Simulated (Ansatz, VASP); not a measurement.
# Two plane-wave programs on GaSb

```xyz
2
Lattice="0.0000 3.1190 3.1190 3.1190 0.0000 3.1190 3.1190 3.1190 0.0000" Properties=species:S:1:pos:R:3 pbc="T T T"
Sb    4.6785    4.6785    4.6785
Ga    0.0000    0.0000    0.0000
```

Alike in both runs: task single point; functional b88 exchange, pbe correlation; k mesh 8 × 8 × 8; occupations fermi-dirac, width 0.05 eV; no spin polarisation.

|  | VASP | Ansatz |
| --- | --- | --- |
| version | VASP 6.6.1 | Ansatz 0.2.0 |
| potentials or method | VASP PAW PBE potentials, release 64 (Sb, Ga_d) | Ansatz PAW |
| plane-wave cutoff (eV) | 500 | 420 |
| valence electrons in the cell | 18 | 28 |

```tsv
	VASP	Ansatz	Ansatz less VASP
gap on the k mesh at the Fermi level (eV)	none	none	-
pressure (GPa)	-0.6	-0.6	-0.05
```

VASP's potentials were made for PBE, not for b88 exchange, pbe correlation. A gap of «none» marks a metal or a gap that the smearing closes. VASP's potentials hold 18 valence electrons a cell and Ansatz's 28, so a difference there can come from the potentials and not from the codes.

Spin-orbit coupling is off throughout.
